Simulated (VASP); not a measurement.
# RbBr (P4/mmm) in VASP: a series of runs

The runs below take RbBr through single point, with PBE.

Everything below comes from runs of VASP 6.6.1. Logs are shortened: lines on timing, memory, paths and dates and some standing lists are left out, and cuts for length are marked.

## (1) The cell of the first run

The structure is tetragonal, space group P4/mmm (No. 123). Conventional cell: a = 4.025 Å, b = 4.025 Å, c = 4.193 Å, α = 90.00°, β = 90.00°, γ = 90.00°. Rb (site symmetry 4/mmm) has 8 Br at 3.53 Å and 6 Rb at 4.03 to 4.19 Å within 4.6 Å. Br (site symmetry 4/mmm) has 8 Rb at 3.53 Å and 6 Br at 4.03 to 4.19 Å within 4.6 Å.

## (2) Single point, PBE (the cell strained)

INCAR reads:

```
SYSTEM = RbBr
PREC = Accurate
ENCUT = 520
EDIFF = 1E-6
ISMEAR = 0
SIGMA = 0.05
LREAL = .False.
LASPH = .True.
NELM = 80
ALGO = Normal
ISIF = 2
LWAVE = .False.
LCHARG = .True.
GGA = PE
LELF = .True.
LVHAR = .True.
NBANDS = 15
```

KPOINTS reads:

```
regular mesh
0
Gamma
  6 6 6
  0 0 0
```

POSCAR reads:

```
RbBr
1.0
    4.0251860190      0.0000000000      0.0000000000
    0.0000000000      4.0251860190      0.0000000000
    0.0000000000      0.0000000000      4.1929021031
Rb Br
1 1
Direct
    0.0000000000      0.0000000000      0.0000000000
    0.5000000000      0.5000000000      0.5000000000
```

Potentials or basis: VASP PAW PBE potentials, release 64 (Rb_sv, Br).

Command:

```
$ cat potpaw_PBE.64/Rb_sv/POTCAR potpaw_PBE.64/Br/POTCAR > POTCAR
$ mpirun -np 1 vasp_std > vasp.out
```

OUTCAR:

```text
SYSTEM = RbBr
   PREC = Accurate
   ENCUT = 520
   EDIFF = 1E-6
   ISMEAR = 0
   LREAL = .False.
   LASPH = .True.
   NELM = 80
   ISIF = 2
   GGA = PE

 ion  position               nearest neighbor table
   1  0.000  0.000  0.000-   2 3.53   2 3.53   2 3.53   2 3.53   2 3.53   2 3.53   2 3.53   2 3.53

   2  0.500  0.500  0.500-   1 3.53   1 3.53   1 3.53   1 3.53   1 3.53   1 3.53   1 3.53   1 3.53

  LATTYP: Found a simple tetragonal cell.
 ALAT       =     4.0251860190
 C/A-ratio  =     1.0416666667

  Lattice vectors:

 A1 = (   4.0251860190,   0.0000000000,   0.0000000000)
 A2 = (   0.0000000000,   4.0251860190,   0.0000000000)
 A3 = (   0.0000000000,   0.0000000000,   4.1929021031)

Analysis of symmetry for initial positions (statically):
=====================================================================
 Subroutine PRICEL returns:
 Original cell was already a primitive cell.

 Routine SETGRP: Setting up the symmetry group for a
 simple tetragonal supercell.

 Subroutine GETGRP returns: Found 16 space group operations
 (whereof 16 operations were pure point group operations)
 out of a pool of 16 trial point group operations.

The static configuration has the point symmetry D_4h.

Analysis of symmetry for dynamics (positions and initial velocities):
=====================================================================
 Subroutine PRICEL returns:
 Original cell was already a primitive cell.

 Routine SETGRP: Setting up the symmetry group for a
 simple tetragonal supercell.

 Subroutine GETGRP returns: Found 16 space group operations
 (whereof 16 operations were pure point group operations)
 out of a pool of 16 trial point group operations.

The dynamic configuration has the point symmetry D_4h.

 Subroutine INISYM returns: Found 16 space group operations
 (whereof 16 operations are pure point group operations),
 and found     1 'primitive' translations

----------------------------------------------------------------------------------------

                                     Primitive cell

  volume of cell :      67.9339

  direct lattice vectors                    reciprocal lattice vectors
     4.025186019  0.000000000  0.000000000     0.248435723  0.000000000  0.000000000
     0.000000000  4.025186019  0.000000000     0.000000000  0.248435723  0.000000000
     0.000000000  0.000000000  4.192902103     0.000000000  0.000000000  0.238498294

  length of vectors
     4.025186019  4.025186019  4.192902103     0.248435723  0.248435723  0.238498294

  position of ions in fractional coordinates (direct lattice)
     0.000000000  0.000000000  0.000000000
     0.500000000  0.500000000  0.500000000

  ion indices of the primitive-cell ions
   primitive index   ion index
                 1           1
                 2           2

----------------------------------------------------------------------------------------

 KPOINTS: regular mesh

Automatic generation of k-mesh.
 Grid dimensions read from file:
 generate k-points for:    6    6    6

 Generating k-lattice:

  Cartesian coordinates                     Fractional coordinates (reciprocal lattice)
     0.041405954  0.000000000  0.000000000     0.166666667  0.000000000  0.000000000
     0.000000000  0.041405954  0.000000000     0.000000000  0.166666667  0.000000000
     0.000000000  0.000000000  0.039749716     0.000000000  0.000000000  0.166666667

  Length of vectors
     0.041405954  0.041405954  0.039749716

  Shift w.r.t. Gamma in fractional coordinates (k-lattice)
     0.000000000  0.000000000  0.000000000

 Subroutine IBZKPT returns following result:
 ===========================================

 Found     40 irreducible k-points:

 Following reciprocal coordinates:
            Coordinates               Weight
  0.000000  0.000000  0.000000      1.000000
  0.166667  0.000000  0.000000      4.000000
  0.333333  0.000000  0.000000      4.000000
  0.500000  0.000000  0.000000      2.000000
  0.166667  0.166667  0.000000      4.000000
  0.333333  0.166667  0.000000      8.000000
[... 16 lines left out ...]
  0.333333  0.000000  0.333333      8.000000
  0.500000  0.000000  0.333333      4.000000
 [... further k-points ...]
   k-points           NKPTS =     40   k-points in BZ     NKDIM =     40   number of bands    NBANDS=     15
   number of dos      NEDOS =    301   number of ions     NIONS =      2
   total plane-waves  NPLWV =  28800
   dimension x,y,z NGX =    30 NGY =   30 NGZ =   32
   dimension x,y,z NGXF=    60 NGYF=   60 NGZF=   64
   ions per type =               1   1
   NGX,Y,Z   is equivalent  to a cutoff of  12.39, 12.39, 12.69 a.u.
   NGXF,Y,Z  is equivalent  to a cutoff of  24.78, 24.78, 25.38 a.u.
 SYSTEM =  RbBr
   PREC   = accura    normal or accurate (medium, high low for compatibility)
   ISTART =      0    job   : 0-new  1-cont  2-samecut
   ICHARG =      2    charge: 1-file 2-atom 10-const
   ISPIN  =      1    spin polarized calculation?
   LNONCOLLINEAR =      F non collinear calculations
   LSORBIT =      F    spin-orbit coupling
   LASPH  =      T    aspherical Exc in radial PAW
   ENCUT  =  520.0 eV  38.22 Ry    6.18 a.u.   7.48  7.48  7.80*2*pi/ulx,y,z
   NELM   =     80;   NELMIN=  2; NELMDL= -5     # of ELM steps
   EDIFF  = 0.1E-05   stopping-criterion for ELM
   LREAL  =      F    real-space projection
[... 7 lines left out ...]
   TEBEG  =    0.0;   TEEND  =   0.0 temperature during run
   PSTRESS=    0.0 pullay stress
   NELECT =      16.0000    total number of electrons
   NUPDOWN=      -1.0000    fix difference up-down
   EMIN   =  10.00;   EMAX   =-10.00  energy-range for DOS
   EFERMI =   0.00;   METHOD = LEGACY
   ISMEAR =     0;   SIGMA  =   0.05  broadening in eV -4-tet -1-fermi 0-gaus
   EFERMI_NEDOS =   21; number of points for ismear=-14 and -15
   IALGO  =     38    algorithm
   IMIX   =      4    mixing-type and parameters
     AMIX     =   0.40;   BMIX     =  1.00
     AMIX_MAG =   1.60;   BMIX_MAG =  1.00
  volume/ion in A,a.u.               =      33.97       229.22
  Fermi-wavevector in a.u.,A,eV,Ry     =   1.011003  1.910519 13.906894  1.022128
  Thomas-Fermi vector in A             =   2.144027
   LORBIT       =      0    0 simple, 1 ext, 2 COOP (PROOUT), +10 PAW based schemes
   GGA     = PE    functional components
   LHFCALC =     F    Hartree Fock is set to
   AEXX    =    0.0000 exact exchange contribution
   IVDW    =     0    specifies the selected vdW correction
   LEPSILON=     F    determine dielectric tensor
   LRPA    =     F    only Hartree local field effects (RPA)
 non-spin polarized calculation
 Gauss-broadening in eV      SIGMA  =   0.05
  energy-cutoff  :      520.00
  volume of cell :       67.93
 maximum number of plane-waves:      1864
 NGX is ok and might be reduce to    30
   NGX = 15   NGY = 15   NGZ = 15

 number of electron      15.9999999 magnetization

 Free energy of the ion-electron system (eV)
  ---------------------------------------------------
  ext. energy  EPLUGINS =         0.00000000
  ---------------------------------------------------
  free energy    TOTEN  =        -5.97188055 eV

  energy without entropy =       -5.97188055  energy(sigma->0) =       -5.97188055

 E-fermi :  -0.1226     XC(G=0):  -8.0728

 val. band max:       -0.4295642764   @ k =   0.5000   0.0000   0.5000
 cond. band min:       3.6801975434   @ k =   0.0000   0.0000   0.0000
 fundamental gap:      4.1097618198
 Fermi energy:        -0.1226337663

 k-point     1 :       0.0000    0.0000    0.0000
  band No.  band energies     occupation
      1     -25.5650      2.00000
      2     -13.1721      2.00000
      3      -9.5644      2.00000
      4      -9.5280      2.00000
      5      -9.5280      2.00000
      6      -0.7857      2.00000
      7      -0.5786      2.00000
      8      -0.5786      2.00000
      9       3.6802      0.00000
     10       4.9804      0.00000
     11       5.1150      0.00000
     12       9.4109      0.00000
     13       9.4109      0.00000
     14       9.7569      0.00000
     15      12.0113      0.00000

 k-point     2 :       0.1667    0.0000    0.0000
  band No.  band energies     occupation
      1     -25.5581      2.00000
      2     -13.1674      2.00000
      3      -9.5796      2.00000
      4      -9.5486      2.00000
      5      -9.5141      2.00000
      6      -1.1346      2.00000
      7      -0.8100      2.00000
      8      -0.5920      2.00000
      9       4.3440      0.00000
     10       5.2461      0.00000
     11       5.7580      0.00000
     12       9.2530      0.00000
     13       9.5498      0.00000
     14       9.5799      0.00000
     15      11.0474      0.00000

 k-point     3 :       0.3333    0.0000    0.0000
  band No.  band energies     occupation
      1     -25.5443      2.00000
      2     -13.1609      2.00000
      3      -9.6701      2.00000
      4      -9.5166      2.00000
      5      -9.4858      2.00000
      6      -1.9695      2.00000
      7      -0.8615      2.00000
      8      -0.6213      2.00000
      9       5.6414      0.00000
     10       5.9382      0.00000
     11       7.0688      0.00000
     12       9.1742      0.00000
     13       9.2215      0.00000
     14       9.3565      0.00000
     15      10.0046      0.00000
[... 343 lines left out ...]
 k-point    23 :       0.3333    0.0000    0.3333
  band No.  band energies     occupation
      1     -25.5322      2.00000
      2     -13.0670      2.00000
      3      -9.8077      2.00000
      4      -9.6838      2.00000
      5      -9.4621      2.00000
      6      -1.6978      2.00000
      7      -1.4138      2.00000
      8      -0.5287      2.00000
      9       5.4157      0.00000
     10       6.1811      0.00000
     11       7.9867      0.00000
     12       8.3443      0.00000
     13       8.6568      0.00000
     14       8.9712      0.00000
     15      10.4581      0.00000

 k-point    24 :       0.5000    0.0000    0.3333
  band No.  band energies     occupation
      1     -25.5256      2.00000
      2     -13.0234      2.00000
      3      -9.8686      2.00000
      4      -9.7497      2.00000
      5      -9.4508      2.00000
      6      -1.8120      2.00000
      7      -1.3952      2.00000
      8      -0.4840      2.00000
      9       5.2020      0.00000
     10       6.0937      0.00000
     11       7.9136      0.00000
     12       8.0294      0.00000
     13       8.8409      0.00000
     14       9.7545      0.00000
     15      11.3091      0.00000

 [... further k-points ...]

------------------------ aborting loop because EDIFF is reached ----------------------------------------

  FORCE on cell =-STRESS in cart. coord.  units (eV):
  Direction    XX          YY          ZZ          XY          YZ          ZX
  --------------------------------------------------------------------------------------
  -------------------------------------------------------------------------------------
  Total        0.8012829      0.8012829      0.2702952      0.0000000      0.0000000      0.0000000
  in kB       18.8977378     18.8977378      6.3747364      0.0000000      0.0000000      0.0000000
  external PRESSURE =      14.7234040 kB  Pullay stress =       0.0000000 kB

 VOLUME and BASIS-vectors are now :
 -----------------------------------------------------------------------------
  energy-cutoff  :      520.00
  volume of cell :       67.93
      direct lattice vectors                 reciprocal lattice vectors
     4.025186019  0.000000000  0.000000000     0.248435723  0.000000000  0.000000000
     0.000000000  4.025186019  0.000000000     0.000000000  0.248435723  0.000000000
     0.000000000  0.000000000  4.192902103     0.000000000  0.000000000  0.238498294

 POSITION                                       TOTAL-FORCE (eV/Angst)
 -----------------------------------------------------------------------------------
      0.00000      0.00000      0.00000         0.000000      0.000000      0.000000
      2.01259      2.01259      2.09645         0.000000      0.000000      0.000000
 -----------------------------------------------------------------------------------
    total drift:                                0.000000      0.000000      0.000000

  FREE ENERGIE OF THE ION-ELECTRON SYSTEM (eV)
  ---------------------------------------------------
  free  energy   TOTEN  =        -5.9718805548 eV

  energy  without entropy=       -5.9718805548  energy(sigma->0) =       -5.97188055
```

Run time: 27 s. Hardware: 1 thread of Intel Xeon Platinum 8488C (Sapphire Rapids), shared host; peak memory 0.19 GiB.

Results:

```yaml
Free_energy: -5.9719 eV
Pressure: 1.5 GPa
Band_gap_on_the_k_mesh: 4.11 eV (least direct gap 4.26 eV)
```

Stress tensor (GPa, compression positive):
```
1.89 0.00 0.00
0.00 1.89 0.00
0.00 0.00 0.64
```

Levels at points of the mesh, in eV from the valence-band top:
```
           k point  band 6  band 7  band 8  band 9  band 10  band 11
(0.00, 0.00, 0.00)   -0.36   -0.15   -0.15    4.11     5.41     5.54
(0.50, 0.00, 0.00)   -1.88   -0.46   -0.21    6.83     7.19     7.87
(0.50, 0.50, 0.00)   -1.16   -1.16   -0.18    5.32     5.97     7.66
(0.00, 0.00, 0.50)   -1.87   -0.25   -0.25    6.75     7.16     7.56
(0.50, 0.00, 0.50)   -1.20   -1.11    0.00    5.22     6.28     7.99
(0.50, 0.50, 0.50)   -1.51   -1.51   -1.44    8.16     8.34     8.34
```

Caveat: the cell differs from its parent crystal (the cell strained).

## (3) Single point, PBE (the cell strained)

INCAR reads:

```
SYSTEM = RbBr
PREC = Accurate ; ENCUT = 520
EDIFF = 1E-6 ; ISMEAR = 0
SIGMA = 0.05 ; LREAL = .FALSE.
LASPH = .TRUE. ; NELM = 100
ALGO = Normal ; ISIF = 2
LWAVE = .FALSE. ; LCHARG = .TRUE.
GGA = PE ; LELF = .TRUE.
LVHAR = .TRUE. ; NBANDS = 15
```

KPOINTS reads:

```
regular mesh
0
G
  6 6 6
  0 0 0
```

POSCAR reads:

```
RbBr
1.0
    4.0809516169      0.0000000000      0.0000000000
    0.0000000000      4.0809516169      0.0000000000
    0.0000000000      0.0000000000      4.1929021031
Rb Br
1 1
Direct
    0.0000000000      0.0000000000      0.0000000000
    0.5000000000      0.5000000000      0.5000000000
```

Potentials or basis: VASP PAW PBE potentials, release 64 (Rb_sv, Br).

Command:

```
$ cat potpaw_PBE.64/Rb_sv/POTCAR potpaw_PBE.64/Br/POTCAR > POTCAR
$ mpirun -np 1 vasp_std > vasp.out
```

It took 26 s on 1 thread of Intel Xeon Platinum 8488C (Sapphire Rapids), shared host; peak memory 0.19 GiB.

Results (log left out):

* Free energy: -5.9903 eV
* Pressure: 0.9 GPa
* Band gap on the k mesh: 4.05 eV (least direct gap 4.20 eV)

Stress tensor (GPa, compression positive):
```
1.20 0.00 0.00
0.00 1.20 0.00
0.00 0.00 0.40
```

Levels at points of the mesh, in eV from the valence-band top:
```
           k point  band 4  band 5  band 6  band 7  band 8  band 9  band 10  band 11  band 12  band 13
(0.00, 0.00, 0.00)   -9.12   -9.12   -0.28   -0.15   -0.15    4.05     5.49     5.58     9.83     9.83
(0.50, 0.00, 0.00)   -9.08   -9.07   -1.78   -0.37   -0.21    6.85     7.09     7.70     8.66     9.74
(0.50, 0.50, 0.00)   -9.45   -9.05   -1.10   -1.10   -0.12    5.32     6.05     7.76     7.76    10.86
(0.00, 0.00, 0.50)   -9.07   -9.07   -1.77   -0.24   -0.24    6.80     7.07     7.51     8.70     9.96
(0.50, 0.00, 0.50)   -9.40   -9.04   -1.13   -1.07    0.00    5.25     6.25     7.97     8.06    10.73
(0.50, 0.50, 0.50)   -9.37   -9.31   -1.41   -1.41   -1.36    8.14     8.25     8.25     9.17     9.42
```

Caveat: the cell differs from its parent crystal (the cell strained). A k mesh can miss the band edges.

## (4) Single point, PBE (the cell strained)

INCAR reads:

```
PREC = Accurate ; ENCUT = 520
EDIFF = 1E-6 ; ISMEAR = 0
SIGMA = 0.05 ; LREAL = False
LASPH = True ; NELM = 60
ALGO = Normal ; ISIF = 2
LWAVE = False ; LCHARG = True
GGA = PE ; LELF = True
LVHAR = True ; NBANDS = 15
```

KPOINTS reads:

```
Automatic mesh
0
Gamma
  6 6 6
```

POSCAR reads:

```
RbBr
1.0
    4.1371365051      0.0000000000      0.0000000000
    0.0000000000      4.1371365051      0.0000000000
    0.0000000000      0.0000000000      4.1929021031
Rb Br
1 1
Direct
    0.0000000000      0.0000000000      0.0000000000
    0.5000000000      0.5000000000      0.5000000000
```

Command:

```
$ cat potpaw_PBE.64/Rb_sv/POTCAR potpaw_PBE.64/Br/POTCAR > POTCAR
$ mpirun -np 1 vasp_std > vasp.out
```

Run time: 26 s. Hardware: 1 thread of Intel Xeon Platinum 8488C (Sapphire Rapids), shared host; peak memory 0.19 GiB.

The run converged. Its results:

```yaml
Free_energy: -6.0012 eV
Pressure: 0.5 GPa
Band_gap_on_the_k_mesh: 3.99 eV (least direct gap 4.14 eV)
```

Stress tensor (GPa, compression positive):
```
0.59 0.00 0.00
0.00 0.59 0.00
0.00 0.00 0.21
```

Levels at points of the mesh, in eV from the valence-band top:
```tsv
k point	band 4	band 5	band 6	band 7	band 8	band 9	band 10	band 11	band 12	band 13
(0.00, 0.00, 0.00)	-9.14	-9.14	-0.22	-0.15	-0.15	3.99	5.56	5.61	9.81	9.81
(0.50, 0.00, 0.00)	-9.10	-9.09	-1.69	-0.28	-0.21	6.87	6.98	7.53	8.68	9.70
(0.50, 0.50, 0.00)	-9.44	-9.07	-1.05	-1.05	-0.06	5.31	6.11	7.84	7.84	10.65
(0.00, 0.00, 0.50)	-9.10	-9.10	-1.68	-0.22	-0.22	6.83	6.97	7.45	8.70	9.81
(0.50, 0.00, 0.50)	-9.41	-9.07	-1.06	-1.03	0.00	5.27	6.21	7.95	7.99	10.58
(0.50, 0.50, 0.50)	-9.36	-9.33	-1.31	-1.31	-1.29	8.11	8.15	8.15	9.15	9.27
```

Caveat: the cell differs from its parent crystal (the cell strained).

## (5) Single point, PBE (the cell strained)

INCAR reads:

```
PREC = Accurate ; ENCUT = 520
EDIFF = 1E-7 ; ISMEAR = 0
SIGMA = 0.05 ; LREAL = False
LASPH = True ; NELM = 80
ALGO = Normal ; ISIF = 2
LWAVE = False ; LCHARG = True
GGA = PE ; LELF = True
LVHAR = True ; NBANDS = 15
```

KPOINTS is that of step 4.

POSCAR reads:

```
RbBr
1.0
    4.2486677011      0.0000000000      0.0000000000
    0.0000000000      4.2486677011      0.0000000000
    0.0000000000      0.0000000000      4.1929021031
Rb Br
1 1
Direct
    0.0000000000      0.0000000000      0.0000000000
    0.5000000000      0.5000000000      0.5000000000
```

Command:

```
$ cat potpaw_PBE.64/Rb_sv/POTCAR potpaw_PBE.64/Br/POTCAR > POTCAR
$ mpirun -np 1 vasp_std > vasp.out
```

It took 26 s on 1 thread of Intel Xeon Platinum 8488C (Sapphire Rapids), shared host; peak memory 0.19 GiB.

It converged, with:

| Property | Result |
| --- | --- |
| Free energy | -6.0031 eV |
| Pressure | -0.3 GPa |
| Band gap on the k mesh | 3.81 eV (least direct gap 3.95 eV) |

Stress tensor (GPa, compression positive):
```
-0.41  0.00  0.00
 0.00 -0.41  0.00
 0.00  0.00 -0.04
```

Levels at points of the mesh, in eV from the valence-band top:
```tsv
k point	band 4	band 5	band 6	band 7	band 8	band 9	band 10	band 11	band 12	band 13
(0.00, 0.00, 0.00)	-9.26	-9.25	-0.20	-0.20	-0.14	3.81	5.59	5.64	9.61	9.72
(0.50, 0.00, 0.00)	-9.22	-9.22	-1.57	-0.26	-0.19	6.72	6.80	7.18	8.67	9.55
(0.50, 0.50, 0.00)	-9.49	-9.19	-1.00	-1.00	0.00	5.21	6.17	7.94	7.94	10.18
(0.00, 0.00, 0.50)	-9.22	-9.22	-1.57	-0.24	-0.24	6.73	6.84	7.25	8.64	9.46
(0.50, 0.00, 0.50)	-9.48	-9.19	-1.01	-0.99	-0.05	5.25	6.08	7.80	7.84	10.19
(0.50, 0.50, 0.50)	-9.43	-9.43	-1.21	-1.19	-1.19	7.93	7.93	7.97	8.93	8.93
```

Caveat: the cell differs from its parent crystal (the cell strained). A k mesh can miss the band edges.

## (6) Overview

| cell | gap on the mesh (eV) | pressure (GPa) |
| --- | --- | --- |
| a = 4.025, b = 4.025, c = 4.193 Å, 2 atoms | 4.11 | 1.5 |
| a = 4.081, b = 4.081, c = 4.193 Å, 2 atoms | 4.05 | 0.9 |
| a = 4.137, b = 4.137, c = 4.193 Å, 2 atoms | 3.99 | 0.5 |
| a = 4.249, b = 4.249, c = 4.193 Å, 2 atoms | 3.81 | -0.3 |

Alike in all rows: task single point; level PBE; potentials or basis VASP PAW PBE potentials, release 64 (Rb_sv, Br); no spin polarisation; k mesh 6 × 6 × 6; cutoff (eV) 520; smearing gaussian 0.05 eV.

Total energies depend on the potentials used, so only differences within one code and one set of settings carry meaning.
